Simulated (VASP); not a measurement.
Write the native input for VASP 6.6.1 that does the following.

- Task: single point
- Functional: PBE
- Potentials or basis: VASP PAW PBE potentials, release 64 (Sr_sv, Cl)
- Cutoff: 520 eV
- k mesh: 6 × 6 × 6
- Occupations: gaussian, width 0.05 eV
- Spin: no spin polarisation
- Dipole correction: no
- Further INCAR settings: ALGO = Normal; EDIFF = 1e-06; NBANDS = 19

The structure of SrCl2 lies in POSCAR:

```
SrCl2
1.0
    0.0000000000      3.5896108253      3.5896108253
    3.3784572473      0.0000000000      3.5896108253
    3.3784572473      3.5896108253      0.0000000000
Sr Cl
1 2
Direct
    0.0000000000      0.0000000000      0.0000000000
    0.2500000000      0.2500000000      0.2500000000
    0.7500000000      0.7500000000      0.7500000000
```

This cell differs from its parent crystal: strain +e along x and -e along y -0.0300, strain +e along z and -e/2 along x and y +0.0200.

These files were run (other wordings do the same):

INCAR

```
SYSTEM = SrCl2
  PREC = Accurate
  ENCUT = 520
  EDIFF = 1E-6
  ISMEAR = 0
  SIGMA = 0.05
  LREAL = .FALSE.
  LASPH = .TRUE.
  NELM = 100
  ALGO = Normal
  ISIF = 2
  LWAVE = .FALSE.
  LCHARG = .FALSE.
  GGA = PE
  NBANDS = 19
```

KPOINTS

```
regular mesh
0
G
  6 6 6
  0 0 0
```

Potentials or basis: VASP PAW PBE potentials, release 64 (Sr_sv, Cl).

The run is started by

```bash
$ cat potpaw_PBE.64/Sr_sv/POTCAR potpaw_PBE.64/Cl/POTCAR > POTCAR
$ mpirun -np 1 vasp_std > vasp.out
```

It gave:

```yaml
Pressure: 0.2 GPa
Band_gap_on_the_k_mesh: 4.89 eV, indirect (least direct gap 5.16 eV)
```

Caveat: the cell differs from its parent crystal (strain +e along x and -e along y -0.0300, strain +e along z and -e/2 along x and y +0.0200).

Wall time 84 s on 1 thread of Intel(R) Xeon(R) Platinum 8488C (Sapphire Rapids), with other jobs on the host, peak memory 0.24 GiB.
